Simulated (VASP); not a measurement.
# C (R-3m) in VASP: a series of runs

Aim: see how the results for C move with the level of theory and the settings. Levels: rpbe exchange, lyp correlation, LDA. Tasks: single point.

All numbers are computed with VASP 6.6.1; they aren't measurements. Logs are shortened: lines on timing, memory, paths and dates and some standing lists are left out, and cuts for length are marked.

## 1. The cell of the first run

It takes space group R-3m (No. 166, trigonal). Conventional cell: a = 2.515 Å, b = 2.515 Å, c = 25.335 Å, α = 90.00°, β = 90.00°, γ = 120.00°. Within 1.9 Å of C (site symmetry 3m) lie 3 C at 1.45 Å. C (site symmetry 3m) has 3 C at 1.45 Å within 1.9 Å.

## 2. Single point, rpbe exchange, lyp correlation, collinear spin (11.56 Å³/atom)

The input, INCAR:

```
PREC = Accurate ; ENCUT = 600
EDIFF = 1E-6 ; ISMEAR = 1
SIGMA = 0.1 ; LREAL = F
LASPH = T ; NELM = 200
ALGO = Normal ; ISIF = 2
LWAVE = F ; LCHARG = T
ISPIN = 2 ; MAGMOM = 0.75 -0.25 0.75 -0.25
LORBIT = 11 ; NUPDOWN = 1.0
GGA = LIBXC ; LIBXC1 = GGA_X_RPBE
LIBXC2 = GGA_C_LYP ; LELF = T
LVHAR = T ; NBANDS = 20
GGA_COMPAT = F
```

The input, KPOINTS:

```
Automatic mesh
0
Gamma
  12 12 12
```

The input, POSCAR:

```
C
1.0
    1.2573743967      0.7259454464      8.4450605611
   -1.2573743967      0.7259454464      8.4450605611
    0.0000000000     -1.4518908928      8.4450605611
C
4
Direct
    0.0871730800      0.0871730800      0.0871730800
    0.7538500600      0.7538500600      0.7538500600
    0.2461499400      0.2461499400      0.2461499400
    0.9128269200      0.9128269200      0.9128269200
```

Potentials or basis: VASP PAW PBE potentials, release 64 (C).

The run is started by

```
> cat potpaw_PBE.64/C/POTCAR > POTCAR
> mpirun -np 1 vasp_std > vasp.out
```

OUTCAR:

```text
PREC = Accurate
   ENCUT = 600
   EDIFF = 1E-6
   ISMEAR = 1
   LREAL = F
   LASPH = T
   NELM = 200
   ISIF = 2
   ISPIN = 2
   LORBIT = 11
   NUPDOWN = 1.0
   GGA = LIBXC

 ion  position               nearest neighbor table
   1  0.087  0.087  0.087-   2 1.45   2 1.45   2 1.45
   2  0.754  0.754  0.754-   1 1.45   1 1.45   1 1.45
   3  0.246  0.246  0.246-   4 1.45   4 1.45   4 1.45
   4  0.913  0.913  0.913-   3 1.45   3 1.45   3 1.45

  LATTYP: Found a trigonal (rhomboedric) cell.
 ALAT       =     8.5689576405
 COS(alpha) =     0.9569371044

  Lattice vectors:

 A1 = (   1.2573743967,   0.7259454464,   8.4450605611)
 A2 = (  -1.2573743967,   0.7259454464,   8.4450605611)
 A3 = (   0.0000000000,  -1.4518908928,   8.4450605611)

Analysis of symmetry for initial positions (statically):
=====================================================================
 Subroutine PRICEL returns:
 Original cell was already a primitive cell.

 Routine SETGRP: Setting up the symmetry group for a
 trigonal (rhombohedral) supercell.

 Subroutine GETGRP returns: Found 12 space group operations
 (whereof 12 operations were pure point group operations)
 out of a pool of 12 trial point group operations.

The static configuration has the point symmetry D_3d.

Analysis of symmetry for dynamics (positions and initial velocities):
=====================================================================
 Subroutine PRICEL returns:
 Original cell was already a primitive cell.

 Routine SETGRP: Setting up the symmetry group for a
 trigonal (rhombohedral) supercell.

 Subroutine GETGRP returns: Found 12 space group operations
 (whereof 12 operations were pure point group operations)
 out of a pool of 12 trial point group operations.

The dynamic configuration has the point symmetry D_3d.

Analysis of structural, dynamic, and magnetic symmetry:
=====================================================================
 Subroutine PRICEL returns:
 Original cell was already a primitive cell.

 Routine SETGRP: Setting up the symmetry group for a
 trigonal (rhombohedral) supercell.

 Subroutine GETGRP returns: Found  6 space group operations
 (whereof  6 operations were pure point group operations)
 out of a pool of 12 trial point group operations.

The overall configuration has the point symmetry C_3v.

 Subroutine INISYM returns: Found  6 space group operations
[... 126 lines left out ...]
   GGA     = LIBXC    functional components
   LHFCALC =     F    Hartree Fock is set to
   AEXX    =    0.0000 exact exchange contribution
   IVDW    =     0    specifies the selected vdW correction
   LEPSILON=     F    determine dielectric tensor
   LRPA    =     F    only Hartree local field effects (RPA)
 spin polarized calculation
 Methfessel and Paxton  Order N= 1 SIGMA  =   0.10
  energy-cutoff  :      600.00
  volume of cell :       46.25
 maximum number of plane-waves:      1563
 NGX is ok and might be reduce to    70
   NGX = 35   NGY = 35   NGZ = 35

 number of electron      16.0000000 magnetization       1.0000000

 Free energy of the ion-electron system (eV)
  ---------------------------------------------------
  ext. energy  EPLUGINS =         0.00000000
  ---------------------------------------------------
  free energy    TOTEN  =       -32.14532768 eV

  energy without entropy =      -32.14442515  energy(sigma->0) =      -32.14502684

 E-fermi :   1.0343     XC(G=0):  -8.1829

 val. band max:        4.7556156698   @ k =  -0.4167   0.1667   0.0833
 cond. band min:       1.0378618207   @ k =  -0.3333  -0.4167   0.1667
 fundamental gap:     -3.7177538491
 Fermi energy:         4.8927027942

 spin component 1

 k-point     1 :       0.0000    0.0000    0.0000
  band No.  band energies     occupation
      1     -16.1663      1.00000
      2     -16.1205      1.00000
      3      -4.7456      1.00000
      4      -4.2046      1.00000
      5      -0.2037      1.00000
      6      -0.2037      1.00000
[... 541 lines left out ...]
     19      19.5457      0.00000
     20      20.2300      0.00000

 [... further k-points ...]

 spin component 2

 k-point     1 :       0.0000    0.0000    0.0000
  band No.  band energies     occupation
      1     -15.8586      1.00000
      2     -15.8129      1.00000
      3      -4.0842      1.00000
      4      -3.4851      1.00000
      5      -0.0604      1.00000
      6      -0.0604      1.00000
[... 541 lines left out ...]
     19      19.7724      0.00000
     20      20.4505      0.00000

 [... further k-points ...]

------------------------ aborting loop because EDIFF is reached ----------------------------------------

  FORCE on cell =-STRESS in cart. coord.  units (eV):
  Direction    XX          YY          ZZ          XY          YZ          ZX
  --------------------------------------------------------------------------------------
  -------------------------------------------------------------------------------------
  Total       -1.3228036     -1.3228036      0.0467015      0.0000000      0.0000000      0.0000000
  in kB      -45.8229802    -45.8229802      1.6177773      0.0000000      0.0000000      0.0000000
  external PRESSURE =     -30.0093943 kB  Pullay stress =       0.0000000 kB

 VOLUME and BASIS-vectors are now :
 -----------------------------------------------------------------------------
  energy-cutoff  :      600.00
  volume of cell :       46.25
      direct lattice vectors                 reciprocal lattice vectors
     1.257374397  0.725945446  8.445060561     0.397654033  0.229585663  0.039470804
    -1.257374397  0.725945446  8.445060561    -0.397654033  0.229585663  0.039470804
     0.000000000 -1.451890893  8.445060561     0.000000000 -0.459171326  0.039470804

 POSITION                                       TOTAL-FORCE (eV/Angst)
 -----------------------------------------------------------------------------------
      0.00000      0.00000      2.20855         0.000000      0.000000     -0.003825
      0.00000      0.00000     19.09893         0.000000      0.000000     -0.008261
      0.00000      0.00000      6.23625         0.000000     -0.000000      0.008256
      0.00000      0.00000     23.12664         0.000000      0.000000      0.003830
 -----------------------------------------------------------------------------------
    total drift:                               -0.000000      0.000000      0.000016

  FREE ENERGIE OF THE ION-ELECTRON SYSTEM (eV)
  ---------------------------------------------------
  free  energy   TOTEN  =       -32.1453276828 eV

  energy  without entropy=      -32.1444251461  energy(sigma->0) =      -32.14502684

 total charge

# of ion       s       p       d       tot
------------------------------------------
    1        0.851   1.740   0.000   2.590
    2        0.851   1.740   0.000   2.590
    3        0.851   1.739   0.000   2.590
    4        0.851   1.740   0.000   2.590
--------------------------------------------------
tot          3.403   6.958   0.000  10.361

 magnetization (x)

# of ion       s       p       d       tot
------------------------------------------
    1        0.005   0.127   0.000   0.131
    2        0.005   0.127   0.000   0.132
    3        0.005   0.127   0.000   0.131
    4        0.005   0.127   0.000   0.131
--------------------------------------------------
tot          0.019   0.507   0.000   0.526
```

OSZICAR:

```text
N       E                     dE             d eps       ncg     rms          rms(c)
DAV:   1     0.473278043665E+02    0.47328E+02   -0.76900E+03 15120   0.772E+02
DAV:   2    -0.305228957996E+02   -0.77851E+02   -0.71797E+02 20028   0.173E+02
DAV:   3    -0.340784705859E+02   -0.35556E+01   -0.35120E+01 19008   0.322E+01
DAV:   4    -0.341103418108E+02   -0.31871E-01   -0.31848E-01 18836   0.370E+00
DAV:   5    -0.341107034396E+02   -0.36163E-03   -0.36159E-03 18212   0.382E-01    0.876E+00
DAV:   6    -0.326808832020E+02    0.14298E+01   -0.11912E+00 18048   0.665E+00    0.494E+00
DAV:   7    -0.321025282046E+02    0.57835E+00   -0.11818E+00 18600   0.612E+00    0.203E+00
DAV:   8    -0.321458754145E+02   -0.43347E-01   -0.12743E-01 16908   0.244E+00    0.920E-01
DAV:   9    -0.321461285213E+02   -0.25311E-03   -0.70923E-03 16768   0.699E-01    0.374E-01
DAV:  10    -0.321455977789E+02    0.53074E-03   -0.18048E-03 16964   0.340E-01    0.893E-02
DAV:  11    -0.321454639650E+02    0.13381E-03   -0.11719E-04 17816   0.822E-02    0.492E-02
DAV:  12    -0.321453557497E+02    0.10822E-03   -0.63471E-05 17360   0.554E-02    0.228E-02
DAV:  13    -0.321453276668E+02    0.28083E-04   -0.39036E-05 17624   0.395E-02    0.471E-03
DAV:  14    -0.321453276828E+02   -0.16016E-07   -0.16029E-06 17292   0.801E-03
   1 F= -.32145328E+02 E0= -.32145027E+02  d E =-.902537E-03  mag=     1.0000
```

Run time: 75 min. Hardware: 1 thread of Intel Xeon Platinum 8259CL at 2.50GHz (Skylake/Cascade Lake), shared host; peak memory 1.1 GiB.

Results:

- Free energy: -32.1453 eV
- Pressure: -3.0 GPa
- Largest force: 0.008 eV/Å
- Net moment: 1.00 μB per cell
- Site moments: C +0.13 μB
- Valence electrons inside the program's atomic spheres: C 2.59

Forces in eV/Å, atoms in the order of the input:
```
C    0.000  0.000 -0.004
C    0.000  0.000 -0.008
C    0.000  0.000  0.008
C    0.000  0.000  0.004
```

Caveat: the cell stands under tension; the PAW data sets were made with another functional, which shifts forces and pressure a little; the total moment is fixed, so each spin has its own Fermi level and the state may be an excited one.

## 3. Single point, LDA

This run uses another cell than the first one, of 11.34 Å³/atom.

The input, INCAR:

```
SYSTEM = C
PREC = Accurate ; ENCUT = 520
EDIFF = 1E-6 ; ISMEAR = -1
SIGMA = 0.05 ; LREAL = .False.
LASPH = .True. ; NELM = 60
ALGO = Normal ; ISIF = 2
LWAVE = .False. ; LCHARG = .False.
NBANDS = 16
```

The input, KPOINTS:

```
regular mesh
0
Gamma
  12 12 12
  0 0 0
```

The input, POSCAR:

```
C
1.0
    1.2494161177      0.7213507319      8.3916093787
   -1.2494161177      0.7213507319      8.3916093787
    0.0000000000     -1.4427014637      8.3916093787
C
4
Direct
    0.0871730800      0.0871730800      0.0871730800
    0.7538500600      0.7538500600      0.7538500600
    0.2461499400      0.2461499400      0.2461499400
    0.9128269200      0.9128269200      0.9128269200
```

Potentials or basis: VASP PAW LDA potentials, release 64 (C).

The run is started by

```
> cat potpaw_LDA.64/C/POTCAR > POTCAR
> mpirun -np 1 vasp_std > vasp.out
```

OUTCAR:

```text
SYSTEM = C
   PREC = Accurate
   ENCUT = 520
   EDIFF = 1E-6
   ISMEAR = -1
   LREAL = .False.
   LASPH = .True.
   NELM = 60
   ISIF = 2

 ion  position               nearest neighbor table
   1  0.087  0.087  0.087-   2 1.44   2 1.44   2 1.44
   2  0.754  0.754  0.754-   1 1.44   1 1.44   1 1.44
   3  0.246  0.246  0.246-   4 1.44   4 1.44   4 1.44
   4  0.913  0.913  0.913-   3 1.44   3 1.44   3 1.44

  LATTYP: Found a trigonal (rhomboedric) cell.
 ALAT       =     8.5147222784
[... 652 lines left out ...]
  FORCE on cell =-STRESS in cart. coord.  units (eV):
  Direction    XX          YY          ZZ          XY          YZ          ZX
  --------------------------------------------------------------------------------------
  -------------------------------------------------------------------------------------
  Total       -5.5293913     -5.5293913     -0.2761779      0.0000000     -0.0000000     -0.0000000
  in kB     -195.2260709   -195.2260708     -9.7510058      0.0000000     -0.0000000     -0.0000000
  external PRESSURE =    -133.4010492 kB  Pullay stress =       0.0000000 kB

 VOLUME and BASIS-vectors are now :
 -----------------------------------------------------------------------------
  energy-cutoff  :      520.00
  volume of cell :       45.38
      direct lattice vectors                 reciprocal lattice vectors
     1.249416118  0.721350732  8.391609379     0.400186930  0.231048032  0.039722218
    -1.249416118  0.721350732  8.391609379    -0.400186930  0.231048032  0.039722218
     0.000000000 -1.442701464  8.391609379     0.000000000 -0.462096063  0.039722218

 POSITION                                       TOTAL-FORCE (eV/Angst)
 -----------------------------------------------------------------------------------
      0.00000      0.00000      2.19457         0.000000      0.000000      0.009622
      0.00000      0.00000     18.97805         0.000000      0.000000      0.001863
      0.00000      0.00000      6.19678         0.000000     -0.000000     -0.001863
      0.00000      0.00000     22.98026         0.000000     -0.000000     -0.009622
 -----------------------------------------------------------------------------------
    total drift:                               -0.000000     -0.000000      0.000000

  FREE ENERGIE OF THE ION-ELECTRON SYSTEM (eV)
  ---------------------------------------------------
  free  energy   TOTEN  =       -40.2617770511 eV

  energy  without entropy=      -40.2600779201  energy(sigma->0) =      -40.26092749
```

OSZICAR:

```text
N       E                     dE             d eps       ncg     rms          rms(c)
DAV:   1     0.392298686055E+02    0.39230E+02   -0.75720E+03  6048   0.891E+02
DAV:   2    -0.392048271418E+02   -0.78435E+02   -0.71300E+02  8264   0.188E+02
DAV:   3    -0.427190370736E+02   -0.35142E+01   -0.34895E+01  8336   0.386E+01
DAV:   4    -0.427597990782E+02   -0.40762E-01   -0.40735E-01  7504   0.507E+00
DAV:   5    -0.427606045188E+02   -0.80544E-03   -0.80525E-03  8144   0.672E-01    0.869E+00
DAV:   6    -0.408838434840E+02    0.18768E+01   -0.14503E+00  7104   0.698E+00    0.496E+00
DAV:   7    -0.402602618840E+02    0.62358E+00   -0.16833E+00  7504   0.763E+00    0.126E+00
DAV:   8    -0.402628560401E+02   -0.25942E-02   -0.73438E-02  7456   0.156E+00    0.214E-01
DAV:   9    -0.402618200076E+02    0.10360E-02   -0.16281E-03  7928   0.268E-01    0.119E-01
DAV:  10    -0.402617648570E+02    0.55151E-04   -0.80494E-04  7600   0.156E-01    0.589E-02
DAV:  11    -0.402617753484E+02   -0.10491E-04   -0.28334E-05  7472   0.324E-02    0.128E-02
DAV:  12    -0.402617769020E+02   -0.15536E-05   -0.12494E-06  7576   0.751E-03    0.188E-03
DAV:  13    -0.402617770511E+02   -0.14906E-06   -0.26396E-07  5544   0.355E-03
   1 F= -.40261777E+02 E0= -.40260927E+02  d E =-.169913E-02
```

stdout:

```text
POSCAR found type information on POSCAR C
 POSCAR found :  1 types and       4 ions
 scaLAPACK will be used
 LDA part: xc-table for (Slater(with rela. corr.)+CA(PZ))
 , standard interpolation
 POSCAR, INCAR and KPOINTS ok, starting setup
 FFT: planning ... GRIDC
 FFT: planning ... GRID_SOFT
 FFT: planning ... GRID
 WAVECAR not read
 entering main loop
```

It took 38 min on 1 thread of Intel Xeon 8259CL, shared host; peak memory 0.44 GiB.

Results:

| Property | Result |
| --- | --- |
| Free energy | -40.2618 eV |
| Pressure | -13.3 GPa |
| Largest force | 0.010 eV/Å |

Forces on the atoms (eV/Å):
```
C    0.000  0.000  0.010
C    0.000  0.000  0.002
C    0.000  0.000 -0.002
C    0.000  0.000 -0.010
```

Caveat: the stress differs along the axes, from -20 to -1 GPa.
